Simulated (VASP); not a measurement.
# InGa2As3 (P3m1) in VASP: a series of runs

Runs on InGa2As3. Level: PBE. Tasks: single point.

Program: VASP 6.6.1. These are calculated values, not measurements. Logs are shortened: lines on timing, memory, paths and dates and some standing lists are left out, and cuts for length are marked.

## (1) The cell of the first run

It takes space group P3m1 (No. 156, trigonal). Conventional cell: a = 3.985 Å, b = 3.985 Å, c = 9.761 Å, α = 90.00°, β = 90.00°, γ = 120.00°. Within 3.2 Å of In (site symmetry 3m) lie 4 As at 2.44 Å. Within 3.2 Å of Ga (site symmetry 3m) lie 4 As at 2.44 Å. Within 3.2 Å of Ga (site symmetry 3m) lie 4 As at 2.44 Å. As (site symmetry 3m) has 4 Ga at 2.44 Å within 3.2 Å. Within 3.2 Å of As (site symmetry 3m) lie 3 In at 2.44 Å and 1 Ga at 2.44 Å. Within 3.2 Å of As (site symmetry 3m) lie 3 Ga at 2.44 Å and 1 In at 2.44 Å.

## (2) Single point, PBE

Contents of INCAR:

```
SYSTEM = InGa2As3
PREC = Accurate
ENCUT = 520
EDIFF = 1E-7
ISMEAR = 0
SIGMA = 0.1
LREAL = .False.
LASPH = .True.
NELM = 60
ALGO = Normal
ISIF = 2
LWAVE = .False.
LCHARG = .True.
GGA = PE
LELF = .True.
LVHAR = .True.
NBANDS = 36
```

Contents of KPOINTS:

```
Automatic mesh
0
Gamma
  6 6 2
  0 0 0
```

Contents of POSCAR:

```
InGa2As3
1.0
    3.9847414200      0.0000000000      0.0000000000
   -1.9923707100      3.4508873000      0.0000000000
    0.0000000000      0.0000000000      9.7605832400
In Ga As
1 2 3
Direct
    0.3333333300      0.6666666700      0.6666666700
    0.0000000000      0.0000000000      0.0000000000
    0.6666666700      0.3333333300      0.3333333300
    0.0000000000      0.0000000000      0.2500000000
    0.6666666700      0.3333333300      0.5833333300
    0.3333333300      0.6666666700      0.9166666700
```

Potentials or basis: VASP PAW PBE potentials, release 64 (In_d, Ga_d, As).

Run with:

```sh
cat potpaw_PBE.64/In_d/POTCAR potpaw_PBE.64/Ga_d/POTCAR potpaw_PBE.64/As/POTCAR > POTCAR
mpirun -np 1 vasp_std > vasp.out
```

OUTCAR:

```text
SYSTEM = InGa2As3
   PREC = Accurate
   ENCUT = 520
   EDIFF = 1E-7
   ISMEAR = 0
   LREAL = .False.
   LASPH = .True.
   NELM = 60
   ISIF = 2
   GGA = PE

 ion  position               nearest neighbor table
   1  0.333  0.667  0.667-   5 2.44   6 2.44   5 2.44   5 2.44
   2  0.000  0.000  0.000-   6 2.44   6 2.44   4 2.44   6 2.44
   3  0.667  0.333  0.333-   4 2.44   4 2.44   5 2.44   4 2.44
   4  0.000  0.000  0.250-   3 2.44   3 2.44   2 2.44   3 2.44
   5  0.667  0.333  0.583-   1 2.44   3 2.44   1 2.44   1 2.44
   6  0.333  0.667  0.917-   2 2.44   2 2.44   1 2.44   2 2.44

  LATTYP: Found a hexagonal cell.
 ALAT       =     3.9847414200
 C/A-ratio  =     2.4494897438

  Lattice vectors:

 A1 = (   3.9847414200,   0.0000000000,   0.0000000000)
 A2 = (  -1.9923707100,   3.4508873000,   0.0000000000)
 A3 = (   0.0000000000,   0.0000000000,   9.7605832400)

Analysis of symmetry for initial positions (statically):
=====================================================================
 Subroutine PRICEL returns:
 Original cell was already a primitive cell.

 Routine SETGRP: Setting up the symmetry group for a
 hexagonal supercell.

 Subroutine GETGRP returns: Found  6 space group operations
 (whereof  6 operations were pure point group operations)
 out of a pool of 24 trial point group operations.

The static configuration has the point symmetry C_3v.

Analysis of symmetry for dynamics (positions and initial velocities):
=====================================================================
 Subroutine PRICEL returns:
 Original cell was already a primitive cell.

 Routine SETGRP: Setting up the symmetry group for a
 hexagonal supercell.

 Subroutine GETGRP returns: Found  6 space group operations
 (whereof  6 operations were pure point group operations)
 out of a pool of 24 trial point group operations.

The dynamic configuration has the point symmetry C_3v.

 Subroutine INISYM returns: Found  6 space group operations
 (whereof  6 operations are pure point group operations),
 and found     1 'primitive' translations

----------------------------------------------------------------------------------------

                                     Primitive cell

  volume of cell :     134.2167

  direct lattice vectors                    reciprocal lattice vectors
     3.984741420  0.000000000  0.000000000     0.250957313  0.144890272  0.000000000
    -1.992370710  3.450887300  0.000000000     0.000000000  0.289780544  0.000000000
     0.000000000  0.000000000  9.760583240     0.000000000  0.000000000  0.102452894

  length of vectors
     3.984741420  3.984741422  9.760583240     0.289780544  0.289780544  0.102452894

  position of ions in fractional coordinates (direct lattice)
     0.333333330  0.666666670  0.666666670
     0.000000000  0.000000000  0.000000000
     0.666666670  0.333333330  0.333333330
     0.000000000  0.000000000  0.250000000
     0.666666670  0.333333330  0.583333330
     0.333333330  0.666666670  0.916666670

  ion indices of the primitive-cell ions
   primitive index   ion index
                 1           1
                 2           2
                 3           3
                 4           4
                 5           5
                 6           6

----------------------------------------------------------------------------------------

 KPOINTS: Automatic mesh

Automatic generation of k-mesh.
 Grid dimensions read from file:
 generate k-points for:    6    6    2

 Generating k-lattice:

  Cartesian coordinates                     Fractional coordinates (reciprocal lattice)
     0.041826219  0.024148379  0.000000000     0.166666667 -0.000000000  0.000000000
     0.000000000  0.048296757  0.000000000     0.000000000  0.166666667  0.000000000
     0.000000000  0.000000000  0.051226447     0.000000000  0.000000000  0.500000000

  Length of vectors
     0.048296757  0.048296757  0.051226447

  Shift w.r.t. Gamma in fractional coordinates (k-lattice)
     0.000000000  0.000000000  0.000000000

 Subroutine IBZKPT returns following result:
 ===========================================

 Found     14 irreducible k-points:

 Following reciprocal coordinates:
            Coordinates               Weight
  0.000000  0.000000  0.000000      1.000000
  0.166667  0.000000  0.000000      6.000000
  0.333333  0.000000  0.000000      6.000000
  0.500000  0.000000  0.000000      3.000000
  0.166667  0.166667  0.000000      6.000000
  0.333333  0.166667  0.000000     12.000000
  0.333333  0.333333  0.000000      2.000000
  0.000000  0.000000  0.500000      1.000000
  0.166667  0.000000  0.500000      6.000000
  0.333333  0.000000  0.500000      6.000000
  0.500000  0.000000  0.500000      3.000000
  0.166667  0.166667  0.500000      6.000000
  0.333333  0.166667  0.500000     12.000000
  0.333333  0.333333  0.500000      2.000000
   k-points           NKPTS =     14   k-points in BZ     NKDIM =     14   number of bands    NBANDS=     36
   number of dos      NEDOS =    301   number of ions     NIONS =      6
   total plane-waves  NPLWV =  72000
   dimension x,y,z NGX =    30 NGY =   30 NGZ =   80
   dimension x,y,z NGXF=    60 NGYF=   60 NGZF=  160
   ions per type =               1   2   3
   NGX,Y,Z   is equivalent  to a cutoff of  12.52, 12.52, 13.63 a.u.
   NGXF,Y,Z  is equivalent  to a cutoff of  25.03, 25.03, 27.25 a.u.
 SYSTEM =  InGa2As3
   PREC   = accura    normal or accurate (medium, high low for compatibility)
   ISTART =      0    job   : 0-new  1-cont  2-samecut
   ICHARG =      2    charge: 1-file 2-atom 10-const
   ISPIN  =      1    spin polarized calculation?
   LNONCOLLINEAR =      F non collinear calculations
   LSORBIT =      F    spin-orbit coupling
   LASPH  =      T    aspherical Exc in radial PAW
   ENCUT  =  520.0 eV  38.22 Ry    6.18 a.u.   7.41  7.41 18.15*2*pi/ulx,y,z
   NELM   =     60;   NELMIN=  2; NELMDL= -5     # of ELM steps
   EDIFF  = 0.1E-06   stopping-criterion for ELM
   LREAL  =      F    real-space projection
   EDIFFG = 0.1E-05   stopping-criterion for IOM
   NSW    =      0    number of steps for IOM
   IBRION =     -1    ionic relax: 0-MD 1-quasi-New 2-CG
   NFREE  =      0    steps in history (QN), initial steepest desc. (CG)
   ISIF   =      2    stress and relaxation
   ISYM   =      2    0-nonsym 1-usesym 2-fastsym
   POTIM  = 0.5000    time-step for ionic-motion
   TEBEG  =    0.0;   TEEND  =   0.0 temperature during run
   PSTRESS=    0.0 pullay stress
   NELECT =      54.0000    total number of electrons
   NUPDOWN=      -1.0000    fix difference up-down
   EMIN   =  10.00;   EMAX   =-10.00  energy-range for DOS
   EFERMI =   0.00;   METHOD = LEGACY
   ISMEAR =     0;   SIGMA  =   0.10  broadening in eV -4-tet -1-fermi 0-gaus
   EFERMI_NEDOS =   21; number of points for ismear=-14 and -15
   IALGO  =     38    algorithm
   IMIX   =      4    mixing-type and parameters
     AMIX     =   0.40;   BMIX     =  1.00
     AMIX_MAG =   1.60;   BMIX_MAG =  1.00
  volume/ion in A,a.u.               =      22.37       150.96
  Fermi-wavevector in a.u.,A,eV,Ry     =   1.208566  2.283859 19.873115  1.460633
  Thomas-Fermi vector in A             =   2.344170
   LORBIT       =      0    0 simple, 1 ext, 2 COOP (PROOUT), +10 PAW based schemes
   GGA     = PE    functional components
   LHFCALC =     F    Hartree Fock is set to
   AEXX    =    0.0000 exact exchange contribution
   IVDW    =     0    specifies the selected vdW correction
   LEPSILON=     F    determine dielectric tensor
   LRPA    =     F    only Hartree local field effects (RPA)
 non-spin polarized calculation
 Gauss-broadening in eV      SIGMA  =   0.10
  energy-cutoff  :      520.00
  volume of cell :      134.22
 maximum number of plane-waves:      3679
 NGX is ok and might be reduce to    30
   NGX = 15   NGY = 15   NGZ = 37

 number of electron      53.9999985 magnetization

 Free energy of the ion-electron system (eV)
  ---------------------------------------------------
  ext. energy  EPLUGINS =         0.00000000
  ---------------------------------------------------
  free energy    TOTEN  =       -23.24655162 eV

  energy without entropy =      -23.24655039  energy(sigma->0) =      -23.24655100

 E-fermi :   5.3112     XC(G=0):  -9.7726

 val. band max:        5.0296119117   @ k =   0.0000   0.0000   0.0000
 cond. band min:       5.5791819704   @ k =   0.0000   0.0000   0.0000
 fundamental gap:      0.5495700587
 Fermi energy:         5.3112300886

 k-point     1 :       0.0000    0.0000    0.0000
  band No.  band energies     occupation
      1     -10.0318      2.00000
      2      -9.9916      2.00000
      3      -9.9445      2.00000
      4      -9.9445      2.00000
      5      -9.9020      2.00000
      6      -9.8895      2.00000
[... 28 lines left out ...]
     35       9.5848      0.00000
     36       9.9763      0.00000

 k-point     2 :       0.1667    0.0000    0.0000
  band No.  band energies     occupation
      1     -10.0476      2.00000
      2     -10.0043      2.00000
      3      -9.9558      2.00000
      4      -9.9374      2.00000
      5      -9.9052      2.00000
      6      -9.8862      2.00000
[... 28 lines left out ...]
     35       9.9236      0.00000
     36      10.1921      0.00000

 k-point     3 :       0.3333    0.0000    0.0000
  band No.  band energies     occupation
      1     -10.0882      2.00000
      2     -10.0376      2.00000
      3      -9.9917      2.00000
      4      -9.9249      2.00000
      5      -9.9081      2.00000
      6      -9.8861      2.00000
[... 28 lines left out ...]
     35      10.9655      0.00000
     36      10.9994      0.00000
[... 352 lines left out ...]
 k-point    13 :       0.3333    0.1667    0.5000
  band No.  band energies     occupation
      1     -10.0983      2.00000
      2     -10.0564      2.00000
      3     -10.0060      2.00000
      4      -9.9223      2.00000
      5      -9.9029      2.00000
      6      -9.8853      2.00000
[... 28 lines left out ...]
     35      10.8135      0.00000
     36      11.2405      0.00000

 k-point    14 :       0.3333    0.3333    0.5000
  band No.  band energies     occupation
      1     -10.0968      2.00000
      2     -10.0642      2.00000
      3     -10.0092      2.00000
      4      -9.9224      2.00000
      5      -9.8989      2.00000
      6      -9.8826      2.00000
[... 28 lines left out ...]
     35      11.1600      0.00000
     36      11.4202      0.00000

------------------------ aborting loop because EDIFF is reached ----------------------------------------

  FORCE on cell =-STRESS in cart. coord.  units (eV):
  Direction    XX          YY          ZZ          XY          YZ          ZX
  --------------------------------------------------------------------------------------
  -------------------------------------------------------------------------------------
  Total        9.8086601      9.8086601      9.4979985      0.0000000      0.0000000     -0.0000000
  in kB      117.0883203    117.0883205    113.3798790      0.0000000      0.0000000     -0.0000000
  external PRESSURE =     115.8521733 kB  Pullay stress =       0.0000000 kB

 VOLUME and BASIS-vectors are now :
 -----------------------------------------------------------------------------
  energy-cutoff  :      520.00
  volume of cell :      134.22
      direct lattice vectors                 reciprocal lattice vectors
     3.984741420  0.000000000  0.000000000     0.250957313  0.144890272  0.000000000
    -1.992370710  3.450887300  0.000000000     0.000000000  0.289780544  0.000000000
     0.000000000  0.000000000  9.760583240     0.000000000  0.000000000  0.102452894

 POSITION                                       TOTAL-FORCE (eV/Angst)
 -----------------------------------------------------------------------------------
     -0.00000      2.30059      6.50706        -0.000000      0.000000     -0.156721
      0.00000      0.00000      0.00000         0.000000     -0.000000      0.166736
      1.99237      1.15030      3.25353        -0.000000      0.000000      0.001570
      0.00000      0.00000      2.44015         0.000000      0.000000     -0.011647
      1.99237      1.15030      5.69367         0.000000     -0.000000     -1.702109
     -0.00000      2.30059      8.94720        -0.000000      0.000000      1.702171
 -----------------------------------------------------------------------------------
    total drift:                                0.000003     -0.000002      0.000004

  FREE ENERGIE OF THE ION-ELECTRON SYSTEM (eV)
  ---------------------------------------------------
  free  energy   TOTEN  =       -23.2465516152 eV

  energy  without entropy=      -23.2465503892  energy(sigma->0) =      -23.24655100
```

Run time: 47 s. Hardware: 1 thread of Intel Xeon 6975P-C (Granite Rapids), shared host; peak memory 0.28 GiB.

Results:

```yaml
Free_energy: -23.2466 eV
Pressure: 11.6 GPa
Largest_force: 1.702 eV/Å
Band_gap_on_the_k_mesh: 0.55 eV
```

Forces in eV/Å, atoms in the order of the input:
```
In   0.000  0.000 -0.157
Ga   0.000  0.000  0.167
Ga   0.000  0.000  0.002
As   0.000  0.000 -0.012
As   0.000  0.000 -1.702
As   0.000  0.000  1.702
```

Levels at points of the mesh, in eV from the valence-band top:
```csv
k point,band 25,band 26,band 27,band 28,band 29,band 30
"(0.00, 0.00, 0.00)",-0.02,0.00,0.00,0.55,1.10,1.71
"(0.50, 0.00, 0.00)",-2.74,-1.81,-1.74,1.31,1.63,2.18
"(0.00, 0.00, 0.50)",-0.54,-0.31,-0.31,1.01,1.48,2.10
"(0.50, 0.00, 0.50)",-2.51,-1.25,-1.25,1.05,1.70,1.96
```

Caveat: the cell stands under pressure; spin-orbit coupling is left out, which moves the levels of the heavy elements; forces of over 1 eV/Å act on the atoms, so gaps and moduli don't describe the material at rest. A k mesh can miss the band edges.

## (3) Single point, PBE

This run uses another cell than the first one, of 25.73 Å³/atom.

Contents of INCAR:

```
SYSTEM = InGa2As3
ALGO = Normal
EDIFF = 1E-6
ENCUT = 520
GGA = PE
ISIF = 2
ISMEAR = 0
LASPH = .True.
LCHARG = .False.
LREAL = .False.
LWAVE = .False.
NBANDS = 36
NELM = 60
PREC = Accurate
SIGMA = 0.1
```

Contents of KPOINTS:

```
k-points
0
Gamma
  6 6 2
  0 0 0
```

Contents of POSCAR:

```
InGa2As3
1.0
    4.1712492459      0.0000000000      0.0000000000
   -2.0856246229      3.6124078125      0.0000000000
    0.0000000000      0.0000000000     10.2434015256
In Ga As
1 2 3
Direct
    0.3333333333      0.6666666667      0.6682628834
    0.0000000000      0.0000000000      0.0065295042
    0.6666666667      0.3333333333      0.3269355494
    0.0000000000      0.0000000000      0.2498379553
    0.6666666667      0.3333333333      0.5691493001
    0.3333333333      0.6666666667      0.9292848076
```

Potentials or basis: VASP PAW PBE potentials, release 64 (In_d, Ga_d, As).

Run with:

```sh
cat potpaw_PBE.64/In_d/POTCAR potpaw_PBE.64/Ga_d/POTCAR potpaw_PBE.64/As/POTCAR > POTCAR
mpirun -np 1 vasp_std > vasp.out
```

Wall time 40 s (1 thread of Intel Xeon 6975P-C (Granite Rapids), shared host); peak memory 0.31 GiB.

Results (log left out):

```yaml
Free_energy: -24.0868 eV
Pressure: 0.1 GPa
Largest_force: 0.027 eV/Å
Band_gap_on_the_k_mesh: zero (filled and empty bands touch)
```

Forces on the atoms (eV/Å):
```
In   0.000  0.000  0.024
Ga   0.000  0.000 -0.003
Ga   0.000  0.000 -0.008
As   0.000  0.000  0.006
As   0.000  0.000  0.009
As   0.000  0.000 -0.027
```

Levels at points of the mesh, in eV from the Fermi level:
| k point | band 25 | band 26 | band 27 | band 28 | band 29 | band 30 |
| --- | --- | --- | --- | --- | --- | --- |
| (0.00, 0.00, 0.00) | -0.42 | -0.16 | 0.00 | 0.00 | 0.50 | 1.41 |
| (0.50, 0.00, 0.00) | -2.38 | -1.66 | -1.31 | 1.42 | 1.59 | 1.85 |
| (0.00, 0.00, 0.50) | -0.59 | -0.17 | -0.17 | 0.47 | 0.80 | 1.75 |
| (0.50, 0.00, 0.50) | -2.04 | -1.14 | -1.03 | 0.67 | 1.57 | 2.12 |

Caveat: semilocal functionals underestimate gaps, so a narrow gap can read as zero; spin-orbit coupling is left out, which moves the levels of the heavy elements.
